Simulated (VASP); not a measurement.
# LiSi2 (P6_3/mmc) in VASP: density of states with PBE

Aim: the density of states of LiSi2 with PBE.

Program: VASP 6.6.1. These are calculated values, not measurements. Logs are shortened: lines on timing, memory, paths and dates and some standing lists are left out, and cuts for length are marked.

### Step 1. The cell of the first run

It takes space group P6_3/mmc (No. 194, hexagonal). The conventional cell has a = 4.281 Å, b = 4.281 Å, c = 5.646 Å, α = 90.00°, β = 90.00°, γ = 120.00°. Li (site symmetry -6m2) has 12 Si at 2.76 to 2.95 Å and 2 Li at 2.82 Å within 3.6 Å. Within 3.2 Å of Si (site symmetry 3m) lie 4 Si at 2.44 to 2.50 Å and 6 Li at 2.76 to 2.95 Å.

### Step 2. Density of states, PBE

POSCAR reads:

```
LiSi2
1.0
    4.2808800901     -0.0000000289      0.0000000000
   -2.1404400200      3.7073509230      0.0000000000
    0.0000000000      0.0000000000      5.6461620000
Li Si
2 4
Direct
    0.0000000000      0.0000000000      0.2500000000
    0.0000000000      0.0000000000      0.7500000000
    0.6666666667      0.3333333333      0.0341210000
    0.3333333333      0.6666666667      0.5341210000
    0.6666666667      0.3333333333      0.4658790000
    0.3333333333      0.6666666667      0.9658790000
```

INCAR.step1 reads:

```
  PREC = Accurate
  ENCUT = 520
  EDIFF = 1E-6
  ISMEAR = 0
  SIGMA = 0.1
  LREAL = False
  LASPH = True
  NELM = 100
  ALGO = Normal
  ISIF = 2
  LWAVE = False
  LCHARG = True
  GGA = PE
  NBANDS = 20
```

KPOINTS.step1 reads:

```
regular mesh
0
Gamma
  12 12 8
```

INCAR.step2 reads:

```
  PREC = Accurate
  ENCUT = 520
  EDIFF = 1E-6
  ISMEAR = -5
  SIGMA = 0.1
  LREAL = False
  LASPH = True
  NELM = 100
  ALGO = Normal
  ISIF = 2
  LWAVE = False
  LCHARG = False
  GGA = PE
  LORBIT = 11
  NEDOS = 1001
  ICHARG = 11
```

KPOINTS.step2 reads:

```
regular mesh
0
Gamma
  18 18 12
```

Potentials or basis: VASP PAW PBE potentials, release 64 (Li_sv, Si).

The run is started by

```sh
> cat potpaw_PBE.64/Li_sv/POTCAR potpaw_PBE.64/Si/POTCAR > POTCAR
> cp INCAR.step1 INCAR
> cp KPOINTS.step1 KPOINTS
> mpirun -np 1 vasp_std > vasp.out
> cp INCAR.step2 INCAR
> cp KPOINTS.step2 KPOINTS
> mpirun -np 1 vasp_std > vasp.out
```

OUTCAR:

```text
PREC = Accurate
   ENCUT = 520
   EDIFF = 1E-6
   ISMEAR = -5
   LREAL = False
   LASPH = True
   NELM = 100
   ISIF = 2
   GGA = PE
   LORBIT = 11
   ICHARG = 11

 ion  position               nearest neighbor table
   1  0.000  0.000  0.250-   3 2.76   5 2.76   3 2.76   5 2.76   3 2.76   5 2.76
   2  0.000  0.000  0.750-   4 2.76   6 2.76   4 2.76   6 2.76   4 2.76   6 2.76
   3  0.667  0.333  0.034-   5 2.44   6 2.50   6 2.50   6 2.50   1 2.76   1 2.76   1 2.76
   4  0.333  0.667  0.534-   6 2.44   5 2.50   5 2.50   5 2.50   2 2.76   2 2.76   2 2.76
   5  0.667  0.333  0.466-   3 2.44   4 2.50   4 2.50   4 2.50   1 2.76   1 2.76   1 2.76
   6  0.333  0.667  0.966-   4 2.44   3 2.50   3 2.50   3 2.50   2 2.76   2 2.76   2 2.76

  LATTYP: Found a hexagonal cell.
 ALAT       =     4.2808800901
 C/A-ratio  =     1.3189255203

  Lattice vectors:

 A1 = (   4.2808800901,  -0.0000000289,   0.0000000000)
 A2 = (  -2.1404400200,   3.7073509230,   0.0000000000)
 A3 = (   0.0000000000,   0.0000000000,   5.6461620000)

Analysis of symmetry for initial positions (statically):
=====================================================================
 Subroutine PRICEL returns:
 Original cell was already a primitive cell.

 Routine SETGRP: Setting up the symmetry group for a
 hexagonal supercell.

 Subroutine GETGRP returns: Found 24 space group operations
 (whereof 12 operations were pure point group operations)
 out of a pool of 24 trial point group operations.

The static configuration has the point symmetry D_3d.
 The point group associated with its full space group is D_6h.

Analysis of symmetry for dynamics (positions and initial velocities):
=====================================================================
 Subroutine PRICEL returns:
 Original cell was already a primitive cell.

 Routine SETGRP: Setting up the symmetry group for a
 hexagonal supercell.

 Subroutine GETGRP returns: Found 24 space group operations
 (whereof 12 operations were pure point group operations)
 out of a pool of 24 trial point group operations.

The dynamic configuration has the point symmetry D_3d.
 The point group associated with its full space group is D_6h.

 Subroutine INISYM returns: Found 24 space group operations
 (whereof 12 operations are pure point group operations),
 and found     1 'primitive' translations

----------------------------------------------------------------------------------------

                                     Primitive cell

  volume of cell :      89.6087

[... 121 lines left out ...]
  Thomas-Fermi vector in A             =   2.158921
   LORBIT       =     11    0 simple, 1 ext, 2 COOP (PROOUT), +10 PAW based schemes
   GGA     = PE    functional components
   LHFCALC =     F    Hartree Fock is set to
   AEXX    =    0.0000 exact exchange contribution
   IVDW    =     0    specifies the selected vdW correction
   LEPSILON=     F    determine dielectric tensor
   LRPA    =     F    only Hartree local field effects (RPA)
 non-spin polarized calculation
 Fermi weights with tetrahedron method with Bloechl corrections
  energy-cutoff  :      520.00
  volume of cell :       89.61
 maximum number of plane-waves:      2434
 NGX is ok and might be reduce to    32

 number of electron      22.0000022 magnetization

 Free energy of the ion-electron system (eV)
  ---------------------------------------------------
  ext. energy  EPLUGINS =         0.00000000
  ---------------------------------------------------
  free energy    TOTEN  =       -25.73370236 eV

  energy without entropy =      -25.73370236  energy(sigma->0) =      -25.73370236

 E-fermi :   7.0475     XC(G=0):  -9.9846

 val. band max:        7.0356400321   @ k =   0.4444   0.1111   0.5000
 cond. band min:       6.9646047268   @ k =   0.2778   0.1111   0.5000
 fundamental gap:     -0.0710353054
 Fermi energy:         7.0474920562

 k-point     1 :       0.0000    0.0000    0.0000
  band No.  band energies     occupation
      1     -39.6343      2.00000
      2     -39.6186      2.00000
      3      -5.2597      2.00000
      4      -2.1135      2.00000
      5       0.2474      2.00000
      6       3.7709      2.00000
      7       3.7709      2.00000
      8       4.2240      2.00000
      9       6.1113      2.00000
     10       6.1113      2.00000
     11       6.2291      2.00000
     12       6.2291      2.00000
     13       6.9702      2.00000
     14       8.0840      0.00000
[... 401 lines left out ...]
      2     -39.6185      2.00000
      3      -3.7434      2.00000
      4      -2.0194      2.00000
      5      -0.3017      2.00000
      6       1.2880      2.00000
      7       1.7490      2.00000
      8       2.1486      2.00000
      9       3.7924      2.00000
     10       4.4239      2.00000
     11       5.7622      2.00000
     12       8.1939      0.00000
     13       8.3959      0.00000
     14      10.3807      0.00000
     15      11.1940      0.00000

 [... further k-points ...]
[... 5 lines left out ...]
  --------------------------------------------------------------------------------------
  -------------------------------------------------------------------------------------
  Total       -0.0319960     -0.0319960     -0.1130813     -0.0000000      0.0000000      0.0000000
  in kB       -0.5720795     -0.5720795     -2.0218605     -0.0000000      0.0000000      0.0000000
  external PRESSURE =      -1.0553399 kB  Pullay stress =       0.0000000 kB

 VOLUME and BASIS-vectors are now :
 -----------------------------------------------------------------------------
  energy-cutoff  :      520.00
  volume of cell :       89.61
      direct lattice vectors                 reciprocal lattice vectors
     4.280880090 -0.000000029  0.000000000     0.233596827  0.134867189  0.000000000
    -2.140440020  3.707350923  0.000000000     0.000000002  0.269734380  0.000000000
     0.000000000  0.000000000  5.646162000     0.000000000  0.000000000  0.177111461

 POSITION                                       TOTAL-FORCE (eV/Angst)
 -----------------------------------------------------------------------------------
      0.00000      0.00000      1.41154        -0.000000     -0.000000      0.000000
      0.00000      0.00000      4.23462        -0.000000     -0.000000     -0.000000
      2.14044      1.23578      0.19265        -0.000000      0.000000      0.004375
      0.00000      2.47157      3.01573         0.000000     -0.000000      0.004375
      2.14044      1.23578      2.63043        -0.000000      0.000000     -0.004375
      0.00000      2.47157      5.45351        -0.000000     -0.000000     -0.004375
 -----------------------------------------------------------------------------------
    total drift:                               -0.000000      0.000000      0.000000

  FREE ENERGIE OF THE ION-ELECTRON SYSTEM (eV)
  ---------------------------------------------------
  free  energy   TOTEN  =       -25.7337023582 eV

  energy  without entropy=      -25.7337023582  energy(sigma->0) =      -25.73370236

 total charge

# of ion       s       p       d       tot
------------------------------------------
    1        2.023   0.058   0.000   2.081
    2        2.023   0.058   0.000   2.081
    3        0.779   0.843   0.000   1.622
    4        0.779   0.843   0.000   1.622
    5        0.779   0.843   0.000   1.622
    6        0.779   0.843   0.000   1.622
--------------------------------------------------
tot          7.163   3.487   0.000  10.651
```

OUTCAR.step1:

```text
PREC = Accurate
   ENCUT = 520
   EDIFF = 1E-6
   ISMEAR = 0
   LREAL = False
[... 792 lines left out ...]
      2.14044      1.23578      0.19265         0.000000      0.000000      0.004774
      0.00000      2.47157      3.01573        -0.000000      0.000000      0.004774
      2.14044      1.23578      2.63043         0.000000      0.000000     -0.004774
      0.00000      2.47157      5.45351        -0.000000     -0.000000     -0.004774
 -----------------------------------------------------------------------------------
    total drift:                               -0.000000      0.000000      0.000000

  FREE ENERGIE OF THE ION-ELECTRON SYSTEM (eV)
  ---------------------------------------------------
  free  energy   TOTEN  =       -25.7476016428 eV

  energy  without entropy=      -25.7418970476  energy(sigma->0) =      -25.74474935
```

OSZICAR.step1:

```text
N       E                     dE             d eps       ncg     rms          rms(c)
DAV:   1     0.659295368180E+02    0.65930E+02   -0.89750E+03  3800   0.103E+03
DAV:   2    -0.164728166707E+02   -0.82402E+02   -0.79401E+02  4528   0.201E+02
DAV:   3    -0.255381291127E+02   -0.90653E+01   -0.89791E+01  6756   0.409E+01
DAV:   4    -0.258842461500E+02   -0.34612E+00   -0.34478E+00  5196   0.984E+00
DAV:   5    -0.258978686259E+02   -0.13622E-01   -0.13620E-01  5544   0.169E+00    0.596E+00
DAV:   6    -0.257931054764E+02    0.10476E+00   -0.59445E-02  5120   0.110E+00    0.347E+00
DAV:   7    -0.257473609208E+02    0.45745E-01   -0.10586E-01  5136   0.144E+00    0.275E-01
DAV:   8    -0.257476184325E+02   -0.25751E-03   -0.25397E-02  5020   0.795E-01    0.218E-01
DAV:   9    -0.257476351247E+02   -0.16692E-04   -0.80736E-04  5048   0.156E-01    0.155E-01
DAV:  10    -0.257476076118E+02    0.27513E-04   -0.13976E-04  4972   0.695E-02    0.505E-02
DAV:  11    -0.257476012328E+02    0.63790E-05   -0.36341E-05  4872   0.300E-02    0.197E-02
DAV:  12    -0.257476016428E+02   -0.41003E-06   -0.44480E-06  4208   0.109E-02
   1 F= -.25747602E+02 E0= -.25744749E+02  d E =-.570460E-02
```

It took 9.6 min on 1 thread of Oxide Virtual Turin-like, shared host; peak memory 0.36 GiB.

What came out:

- Valence electrons inside the program's atomic spheres: Li 2.08; Si 1.62

Caveat: the cutoff is under 1.25 times the usual one of these potentials, so pressure, stress and relaxed cells hold a basis-set (Pulay) error; tetrahedron occupations give inexact forces and stress in metals.
